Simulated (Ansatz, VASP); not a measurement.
**Sb: VASP beside Ansatz**

POSCAR

```
Sb
1.0
    1.8396653327      1.0621312750      8.8909871184
   -1.8396653327      1.0621312750      8.8909871184
    0.0000000000     -2.1242625501      8.8909871184
Sb
3
Direct
    0.0000000000      0.0000000000      0.0000000000
    0.2222200000      0.2222200000      0.2222200000
    0.7777800000      0.7777800000      0.7777800000
```

The input INCAR.step1:

```
PREC     = Accurate       # precision mode
ENCUT    = 520            # plane-wave cutoff, eV
ISMEAR   = 0              # smearing method
SIGMA    = 0.1            # smearing width, eV
LREAL    = F              # projectors in reciprocal space
LASPH    = T              # aspherical terms in the spheres
NELM     = 100            # most SCF steps
NBANDS   = 14             # bands
GGA      = PE             # functional
ALGO     = Normal         # electronic algorithm
EDIFF    = 1E-4           # SCF threshold, eV
LWAVE    = T              # write WAVECAR
LCHARG   = F              # write CHGCAR
```

The input INCAR.step2:

```
PREC     = Accurate       # precision mode
ENCUT    = 520            # plane-wave cutoff, eV
EDIFF    = 1E-6           # SCF threshold, eV
ISMEAR   = 0              # smearing method
SIGMA    = 0.1            # smearing width, eV
LREAL    = F              # projectors in reciprocal space
LASPH    = T              # aspherical terms in the spheres
NELM     = 100            # most SCF steps
ALGO     = Normal         # electronic algorithm
ISIF     = 2              # what is computed and relaxed
LWAVE    = F              # write WAVECAR
LCHARG   = T              # write CHGCAR
METAGGA  = R2SCAN         # meta-GGA
LMIXTAU  = T            
LELF     = T              # ELF
LVHAR    = T            
NBANDS   = 14             # bands
ISTART   = 1
```

The input KPOINTS:

```
Automatic mesh
0
Gamma
  6 6 6
```

Input for Ansatz:

```yaml
crystal:
  lattice:
    - [1.8396653327, 1.062131275, 8.8909871184]
    - [-1.8396653327, 1.062131275, 8.8909871184]
    - [0.0, -2.1242625501, 8.8909871184]
  atoms:
    - { symbol: Sb, position: [0.0, 0.0, 0.0] }
    - { symbol: Sb, position: [0.22222, 0.22222, 0.22222] }
    - { symbol: Sb, position: [0.77778, 0.77778, 0.77778] }
basis:
  ecutwfc: 500
kpoints:
  mp_grid: { grid: [6, 6, 6] }
hamiltonian:
  xc: r2scan
scf:
  occupations: { method: gaussian, width: 0.1 }
  lower_state_search: "off"
output:
  forces: true
  stress: true
  eigenvalues: true
```

Alike in both runs: task single point; functional r2SCAN; k mesh 6 × 6 × 6; occupations gaussian, width 0.1 eV; no spin polarisation.

```csv
,VASP,Ansatz
version,VASP 6.6.1,Ansatz 0.2.0
potentials or method,"VASP PAW PBE potentials, release 64 (Sb), cutoff 520 eV","scalar-relativistic, plane waves, PAW"
valence electrons in the cell,15,45
```

VASP gave:

```
gap on the k mesh at the Fermi level (eV)                     : none
pressure (GPa)                                                : -9.1
traceless stress, the component that is largest in VASP (GPa) : 1.22
rms of the force components (eV/Å)                            : 0.070
```

**Question.** What did Ansatz give for the same quantities?

**Answer.** gap on the k mesh at the Fermi level (eV): none; pressure (GPa): -9.0; traceless stress, the component that is largest in VASP (GPa): 1.23; rms of the force components (eV/Å): 0.070.

VASP's potentials were made for PBE, not for r2SCAN. Atom by atom the forces differ by 0.000 eV/Å (rms over components). A gap of «none» marks a metal or a gap that the smearing closes. With one functional, cell and mesh, what is left measures potentials, basis and numerics. VASP's potentials hold 15 valence electrons a cell and Ansatz's 45, so a difference there can come from the potentials and not from the codes.

Neither program's run includes spin-orbit coupling.
